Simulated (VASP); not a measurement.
# BN (Qingsongite) (I-4m2) in VASP: a series of runs

Runs on BN (Qingsongite). Level: PBE. Tasks: single point.

Everything below comes from runs of VASP 6.6.1. Logs are shortened: lines on timing, memory, paths and dates and some standing lists are left out, and cuts for length are marked.

## (1) The cell of the first run

It takes space group I-4m2 (No. 119, tetragonal). The conventional cell has a = 2.648 Å, b = 2.648 Å, c = 3.370 Å, α = 90.00°, β = 90.00°, γ = 90.00°. B (site symmetry -4m2) has 4 N at 1.57 Å within 2.1 Å. N (site symmetry -4m2) has 4 B at 1.57 Å within 2.1 Å.

## (2) Single point, PBE

INCAR reads:

```
PREC = Accurate ; ENCUT = 600
EDIFF = 1E-6 ; ISMEAR = 0
SIGMA = 0.05 ; LREAL = False
LASPH = True ; NELM = 120
ALGO = Normal ; ISIF = 2
LWAVE = False ; LCHARG = False
GGA = PE ; NBANDS = 11
GGA_COMPAT = False
```

KPOINTS reads:

```
Automatic mesh
0
Gamma
  10 10 10
```

POSCAR reads:

```
BN
1.0
    0.0000000000      1.8721075848      1.6848968264
    1.8721075848      0.0000000000      1.6848968264
    1.8721075848      1.8721075848      0.0000000000
B N
1 1
Direct
    0.0000000000      0.0000000000      0.0000000000
    0.2500000000      0.2500000000      0.2500000000
```

Potentials or basis: VASP PAW PBE potentials, release 64 (B, N).

The run is started by

```sh
> cat potpaw_PBE.64/B/POTCAR potpaw_PBE.64/N/POTCAR > POTCAR
> mpirun -np 1 vasp_std > vasp.out
```

OUTCAR:

```text
PREC = Accurate
   ENCUT = 600
   EDIFF = 1E-6
   ISMEAR = 0
   LREAL = False
   LASPH = True
   NELM = 120
   ISIF = 2
   GGA = PE

 ion  position               nearest neighbor table
   1  0.000  0.000  0.000-   2 1.57   2 1.57   2 1.57   2 1.57
   2  0.250  0.250  0.250-   1 1.57   1 1.57   1 1.57   1 1.57

  LATTYP: Found a body centered tetragonal cell.
 ALAT       =     2.6475599366
 C/A-ratio  =     1.2727922062

  Lattice vectors:

 A1 = (   0.0000000000,  -1.8721075848,  -1.6848968264)
 A2 = (   0.0000000000,   1.8721075848,  -1.6848968264)
 A3 = (   1.8721075848,   0.0000000000,   1.6848968264)

Analysis of symmetry for initial positions (statically):
=====================================================================
 Subroutine PRICEL returns:
 Original cell was already a primitive cell.

 Routine SETGRP: Setting up the symmetry group for a
 body centered tetragonal supercell.

 Subroutine GETGRP returns: Found  8 space group operations
 (whereof  8 operations were pure point group operations)
 out of a pool of 16 trial point group operations.

The static configuration has the point symmetry D_2d.

Analysis of symmetry for dynamics (positions and initial velocities):
=====================================================================
 Subroutine PRICEL returns:
 Original cell was already a primitive cell.

 Routine SETGRP: Setting up the symmetry group for a
 body centered tetragonal supercell.

 Subroutine GETGRP returns: Found  8 space group operations
 (whereof  8 operations were pure point group operations)
 out of a pool of 16 trial point group operations.

The dynamic configuration has the point symmetry D_2d.

 Subroutine INISYM returns: Found  8 space group operations
 (whereof  8 operations are pure point group operations),
 and found     1 'primitive' translations

----------------------------------------------------------------------------------------

                                     Primitive cell

  volume of cell :      11.8104

  direct lattice vectors                    reciprocal lattice vectors
     0.000000000  1.872107585  1.684896826    -0.267078668  0.267078668  0.296754075
     1.872107585  0.000000000  1.684896826     0.267078668 -0.267078668  0.296754075
     1.872107585  1.872107585  0.000000000     0.267078668  0.267078668 -0.296754075

  length of vectors
     2.518663162  2.518663162  2.647559937     0.480338434  0.480338434  0.480338434

  position of ions in fractional coordinates (direct lattice)
     0.000000000  0.000000000  0.000000000
     0.250000000  0.250000000  0.250000000

  ion indices of the primitive-cell ions
   primitive index   ion index
                 1           1
                 2           2

----------------------------------------------------------------------------------------

 KPOINTS: Automatic mesh

Automatic generation of k-mesh.
 Grid dimensions read from file:
 generate k-points for:   10   10   10

 Generating k-lattice:

  Cartesian coordinates                     Fractional coordinates (reciprocal lattice)
    -0.026707867  0.026707867  0.029675408     0.100000000  0.000000000  0.000000000
     0.026707867 -0.026707867  0.029675408     0.000000000  0.100000000  0.000000000
     0.026707867  0.026707867 -0.029675408     0.000000000  0.000000000  0.100000000

  Length of vectors
     0.048033843  0.048033843  0.048033843

  Shift w.r.t. Gamma in fractional coordinates (k-lattice)
     0.000000000  0.000000000  0.000000000

 Subroutine IBZKPT returns following result:
 ===========================================

 Found    102 irreducible k-points:

 Following reciprocal coordinates:
            Coordinates               Weight
  0.000000  0.000000  0.000000      1.000000
  0.100000  0.000000  0.000000      8.000000
  0.200000  0.000000  0.000000      8.000000
  0.300000 -0.000000  0.000000      8.000000
  0.400000  0.000000  0.000000      8.000000
  0.500000  0.000000  0.000000      4.000000
[... 16 lines left out ...]
  0.300000  0.300000  0.000000      2.000000
  0.400000  0.300000  0.000000      8.000000
 [... further k-points ...]
   k-points           NKPTS =    102   k-points in BZ     NKDIM =    102   number of bands    NBANDS=     11
   number of dos      NEDOS =    301   number of ions     NIONS =      2
   total plane-waves  NPLWV =   9600
   dimension x,y,z NGX =    20 NGY =   20 NGZ =   24
   dimension x,y,z NGXF=    40 NGYF=   40 NGZF=   48
   ions per type =               1   1
   NGX,Y,Z   is equivalent  to a cutoff of  13.20, 13.20, 15.07 a.u.
   NGXF,Y,Z  is equivalent  to a cutoff of  26.40, 26.40, 30.14 a.u.
 SYSTEM =  unknown system
   PREC   = accura    normal or accurate (medium, high low for compatibility)
   ISTART =      0    job   : 0-new  1-cont  2-samecut
   ICHARG =      2    charge: 1-file 2-atom 10-const
   ISPIN  =      1    spin polarized calculation?
   LNONCOLLINEAR =      F non collinear calculations
   LSORBIT =      F    spin-orbit coupling
   LASPH  =      T    aspherical Exc in radial PAW
   ENCUT  =  600.0 eV  44.10 Ry    6.64 a.u.   5.03  5.03  5.29*2*pi/ulx,y,z
   NELM   =    120;   NELMIN=  2; NELMDL= -5     # of ELM steps
   EDIFF  = 0.1E-05   stopping-criterion for ELM
   LREAL  =      F    real-space projection
   EDIFFG = 0.1E-04   stopping-criterion for IOM
   NSW    =      0    number of steps for IOM
   IBRION =     -1    ionic relax: 0-MD 1-quasi-New 2-CG
   NFREE  =      0    steps in history (QN), initial steepest desc. (CG)
   ISIF   =      2    stress and relaxation
   ISYM   =      2    0-nonsym 1-usesym 2-fastsym
   POTIM  = 0.5000    time-step for ionic-motion
   TEBEG  =    0.0;   TEEND  =   0.0 temperature during run
   PSTRESS=    0.0 pullay stress
   NELECT =       8.0000    total number of electrons
   NUPDOWN=      -1.0000    fix difference up-down
   EMIN   =  10.00;   EMAX   =-10.00  energy-range for DOS
   EFERMI =   0.00;   METHOD = LEGACY
   ISMEAR =     0;   SIGMA  =   0.05  broadening in eV -4-tet -1-fermi 0-gaus
   EFERMI_NEDOS =   21; number of points for ismear=-14 and -15
   IALGO  =     38    algorithm
   IMIX   =      4    mixing-type and parameters
     AMIX     =   0.40;   BMIX     =  1.00
     AMIX_MAG =   1.60;   BMIX_MAG =  1.00
  volume/ion in A,a.u.               =       5.91        39.85
  Fermi-wavevector in a.u.,A,eV,Ry     =   1.437749  2.716952 28.124920  2.067123
  Thomas-Fermi vector in A             =   2.556793
   LORBIT       =      0    0 simple, 1 ext, 2 COOP (PROOUT), +10 PAW based schemes
   GGA     = PE    functional components
   LHFCALC =     F    Hartree Fock is set to
   AEXX    =    0.0000 exact exchange contribution
   IVDW    =     0    specifies the selected vdW correction
   LEPSILON=     F    determine dielectric tensor
   LRPA    =     F    only Hartree local field effects (RPA)
 non-spin polarized calculation
 Gauss-broadening in eV      SIGMA  =   0.05
  energy-cutoff  :      600.00
  volume of cell :       11.81
 maximum number of plane-waves:       426
   NGX = 11   NGY = 11   NGZ = 11

 number of electron       7.9999999 magnetization

 Free energy of the ion-electron system (eV)
  ---------------------------------------------------
  ext. energy  EPLUGINS =         0.00000000
  ---------------------------------------------------
  free energy    TOTEN  =       -17.30186619 eV

  energy without entropy =      -17.30186619  energy(sigma->0) =      -17.30186619

 E-fermi :   8.2929     XC(G=0): -12.8363

 val. band max:        8.0074235421   @ k =   0.0000   0.0000   0.0000
 cond. band min:      10.7935746002   @ k =   0.5000   0.5000   0.0000
 fundamental gap:      2.7861510581
 Fermi energy:         8.2928777695

 k-point     1 :       0.0000    0.0000    0.0000
  band No.  band energies     occupation
      1     -12.8052      2.00000
      2       7.1308      2.00000
      3       7.1308      2.00000
      4       8.0074      2.00000
      5      15.8473      0.00000
      6      16.5902      0.00000
      7      16.5902      0.00000
      8      17.7157      0.00000
      9      32.2483      0.00000
     10      32.5815      0.00000
     11      34.1344      0.00000

 k-point     2 :       0.1000    0.0000    0.0000
  band No.  band energies     occupation
      1     -12.5604      2.00000
      2       6.0858      2.00000
      3       6.8235      2.00000
      4       7.6086      2.00000
      5      15.9474      0.00000
      6      16.9235      0.00000
      7      17.0561      0.00000
      8      18.5468      0.00000
      9      30.8361      0.00000
     10      31.5668      0.00000
     11      32.9689      0.00000

 k-point     3 :       0.2000    0.0000    0.0000
  band No.  band energies     occupation
      1     -11.8394      2.00000
      2       3.4640      2.00000
      3       6.1302      2.00000
      4       7.0942      2.00000
      5      16.1504      0.00000
      6      17.5039      0.00000
      7      17.9718      0.00000
      8      20.2654      0.00000
      9      30.0551      0.00000
     10      30.3512      0.00000
     11      32.6546      0.00000

 k-point     4 :       0.3000   -0.0000    0.0000
  band No.  band energies     occupation
      1     -10.6995      2.00000
      2       0.5239      2.00000
      3       5.4227      2.00000
      4       6.6315      2.00000
      5      16.2581      0.00000
      6      17.7238      0.00000
      7      18.9608      0.00000
      8      21.7322      0.00000
      9      30.0336      0.00000
     10      31.0665      0.00000
     11      32.6517      0.00000
[... 239 lines left out ...]
 k-point    22 :      -0.2000    0.2000    0.0000
  band No.  band energies     occupation
      1     -10.4902      2.00000
      2       1.7475      2.00000
      3       3.8215      2.00000
      4       5.3929      2.00000
      5      16.5717      0.00000
      6      18.5637      0.00000
      7      19.5401      0.00000
      8      21.8224      0.00000
      9      28.0604      0.00000
     10      28.7184      0.00000
     11      32.9589      0.00000

 k-point    23 :       0.3000    0.3000    0.0000
  band No.  band energies     occupation
      1      -9.6062      2.00000
      2       2.9652      2.00000
      3       3.0538      2.00000
      4       3.0538      2.00000
      5      12.8642      0.00000
      6      17.4003      0.00000
      7      22.0988      0.00000
      8      22.0988      0.00000
      9      27.8468      0.00000
     10      35.4659      0.00000
     11      37.2911      0.00000

 k-point    24 :       0.4000    0.3000    0.0000
  band No.  band energies     occupation
      1      -8.4992      2.00000
      2       0.8451      2.00000
      3       2.5652      2.00000
      4       2.9632      2.00000
      5      12.6487      0.00000
      6      16.8210      0.00000
      7      22.8801      0.00000
      8      22.9838      0.00000
      9      28.4950      0.00000
     10      35.0115      0.00000
     11      38.1896      0.00000

 [... further k-points ...]
[... 5 lines left out ...]
  --------------------------------------------------------------------------------------
  -------------------------------------------------------------------------------------
  Total       -1.1612937     -1.1612937      2.9279799      0.0000000      0.0000000      0.0000000
  in kB     -157.5388794   -157.5388794    397.2041383      0.0000000      0.0000000      0.0000000
  external PRESSURE =      27.3754598 kB  Pullay stress =       0.0000000 kB

 VOLUME and BASIS-vectors are now :
 -----------------------------------------------------------------------------
  energy-cutoff  :      600.00
  volume of cell :       11.81
      direct lattice vectors                 reciprocal lattice vectors
     0.000000000  1.872107585  1.684896826    -0.267078668  0.267078668  0.296754075
     1.872107585  0.000000000  1.684896826     0.267078668 -0.267078668  0.296754075
     1.872107585  1.872107585  0.000000000     0.267078668  0.267078668 -0.296754075

 POSITION                                       TOTAL-FORCE (eV/Angst)
 -----------------------------------------------------------------------------------
      0.00000      0.00000      0.00000        -0.000000     -0.000000     -0.000000
      0.93605      0.93605      0.84245         0.000000      0.000000      0.000000
 -----------------------------------------------------------------------------------
    total drift:                                0.000000      0.000000     -0.000000

  FREE ENERGIE OF THE ION-ELECTRON SYSTEM (eV)
  ---------------------------------------------------
  free  energy   TOTEN  =       -17.3018661867 eV

  energy  without entropy=      -17.3018661867  energy(sigma->0) =      -17.30186619
```

It took 18 s on 1 thread of Intel Xeon 8259CL, shared host; peak memory 0.13 GiB.

What came out:

- Free energy: -17.3019 eV
- Pressure: 2.7 GPa
- Band gap on the k mesh: 2.79 eV, indirect (least direct gap 7.84 eV)

Stress tensor (GPa, compression positive):
```
-15.75   0.00   0.00
  0.00 -15.75   0.00
  0.00   0.00  39.72
```

Levels at points of the mesh, in eV from the valence-band top:
| k point | band 1 | band 2 | band 3 | band 4 | band 5 | band 6 | band 7 | band 8 | band 9 |
| --- | --- | --- | --- | --- | --- | --- | --- | --- | --- |
| (0.00, 0.00, 0.00) | -20.81 | -0.88 | -0.88 | 0.00 | 7.84 | 8.58 | 8.58 | 9.71 | 24.24 |
| (0.50, 0.00, 0.00) | -16.56 | -11.25 | -3.25 | -1.79 | 8.23 | 9.52 | 11.94 | 14.76 | 22.62 |
| (0.50, 0.50, 0.00) | -14.42 | -8.43 | -6.37 | -6.37 | 2.79 | 7.00 | 17.41 | 17.41 | 21.54 |
| (0.50, 0.00, 0.50) | -15.60 | -9.99 | -4.95 | -4.91 | 4.56 | 9.56 | 16.13 | 17.50 | 19.27 |

A k mesh can miss the band edges. Expect the measured gap to be larger: semilocal functionals such as PBE lack the derivative discontinuity.

## (3) Single point, PBE

INCAR reads:

```
PREC     = Accurate       # precision mode
ENCUT    = 600            # plane-wave cutoff, eV
EDIFF    = 1E-6           # SCF threshold, eV
ISMEAR   = 0              # smearing method
SIGMA    = 0.05           # smearing width, eV
LREAL    = False          # projectors in reciprocal space
LASPH    = True           # aspherical terms in the spheres
NELM     = 120            # most SCF steps
ALGO     = Normal         # electronic algorithm
ISIF     = 2              # what is computed and relaxed
LWAVE    = False          # write WAVECAR
LCHARG   = True           # write CHGCAR
GGA      = PE             # functional
LELF     = True           # ELF
LVHAR    = True         
NBANDS   = 11             # bands
GGA_COMPAT= False
```

KPOINTS is that of step 2.

POSCAR reads:

```
BN
1.0
    0.0000000000      1.8495498754      1.7262465504
    1.8495498754      0.0000000000      1.7262465504
    1.8495498754      1.8495498754      0.0000000000
B N
1 1
Direct
    0.0000000000      0.0000000000      0.0000000000
    0.2500000000      0.2500000000      0.2500000000
```

Potentials or basis: VASP PAW PBE potentials, release 64 (B, N).

The run is started by

```sh
> cat potpaw_PBE.64/B/POTCAR potpaw_PBE.64/N/POTCAR > POTCAR
> mpirun -np 1 vasp_std > vasp.out
```

Run time: 23 s. Hardware: 1 thread of Intel Xeon 8259CL, shared host; peak memory 0.13 GiB.

It converged, with:

```
Free energy            : -17.3861 eV
Pressure               : 2.9 GPa
Band gap on the k mesh : 3.31 eV, indirect (least direct gap 8.13 eV)
```

Stress tensor (GPa, compression positive):
```
-9.88  0.00  0.00
 0.00 -9.88  0.00
 0.00  0.00 28.50
```

Levels at points of the mesh, in eV from the valence-band top:
```tsv
k point	band 1	band 2	band 3	band 4	band 5	band 6	band 7	band 8	band 9
(0.00, 0.00, 0.00)	-20.64	-0.61	-0.61	0.00	8.13	8.62	8.62	9.92	24.38
(0.50, 0.00, 0.00)	-16.40	-11.08	-2.84	-1.85	8.93	9.91	11.47	14.89	22.91
(0.50, 0.50, 0.00)	-14.52	-8.63	-5.90	-5.90	3.31	7.74	17.58	17.58	21.28
(0.50, 0.00, 0.50)	-15.30	-9.65	-4.98	-4.95	4.48	9.40	16.78	17.75	19.81
```

A k mesh can miss the band edges.
